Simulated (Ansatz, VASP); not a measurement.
## Two plane-wave programs on Al

```xyz
6
Lattice="2.0240 -2.0240 0.0000 2.0240 0.0000 -2.0240 9.8280 9.8280 9.8280" Properties=species:S:1:pos:R:3 pbc="T T T"
Al    3.3732   -0.6748   -0.6748
Al    7.4211    7.4211    7.4211
Al    3.3732    1.3492    1.3492
Al    7.4211    3.3732    3.3732
Al    3.3732    3.3732    3.3732
Al    7.4211    5.3971    5.3971
```

Alike in both runs: task single point; functional LDA; k mesh 19 × 19 × 4; occupations gaussian, width 0.15 eV; no spin polarisation.

|  | VASP | Ansatz |
| --- | --- | --- |
| version | VASP 6.6.1 | Ansatz 0.2.0 |
| potentials or method | VASP PAW LDA potentials, release 64 (Al), cutoff 520 eV | scalar-relativistic, plane waves, PAW |
| valence electrons in the cell | 18 | 18 |

```tsv
	VASP	Ansatz	Ansatz less VASP
gap on the k mesh at the Fermi level (eV)	none	none	-
pressure (GPa)	-3.8	-3.8	-0.03
traceless stress, the component that is largest in VASP (GPa)	0.76	0.76	0.000
rms of the force components (eV/Å)	0.026	0.026	+0.0006
```

LDA's correlation is that of Perdew and Zunger in VASP and of Perdew and Wang (1992) in Ansatz. Atom by atom the forces differ by 0.001 eV/Å (rms over components). A gap of «none» marks a metal or a gap that the smearing closes.
